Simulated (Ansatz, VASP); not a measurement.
## Os in VASP and in Ansatz

```xyz
3
Lattice="3.5304 0.0000 0.0000 -1.7652 3.0574 0.0000 0.0000 0.0000 4.0053" Properties=species:S:1:pos:R:3 pbc="T T T"
Os    0.7957    0.0000    1.3351
Os   -0.3979    0.6891    2.6702
Os    1.3673    2.3682    0.0000
```

Alike in both runs: task single point; functional PBE; k mesh 6 × 6 × 4; occupations gaussian, width 0.1 eV; no spin polarisation.

|  | VASP | Ansatz |
| --- | --- | --- |
| version | VASP 6.6.1 | Ansatz 0.2.0 |
| potentials or method | VASP PAW PBE potentials, release 64 (Os), cutoff 520 eV | scalar-relativistic, plane waves, PAW |
| valence electrons in the cell | 24 | 48 |

Ansatz gave:

```
gap on the k mesh at the Fermi level (eV) : none
rms of the force components (eV/Å)        : 17.084
```

Which values does VASP return?

gap on the k mesh at the Fermi level (eV): none; rms of the force components (eV/Å): 14.937.

Atom by atom the forces differ by 2.147 eV/Å (rms over components). A gap of «none» marks a metal or a gap that the smearing closes. VASP's potentials hold 24 valence electrons a cell and Ansatz's 48, so a difference there can come from the potentials and not from the codes.

The k mesh is coarse, so the values compare programs but aren't converged. Neither program's run includes spin-orbit coupling.
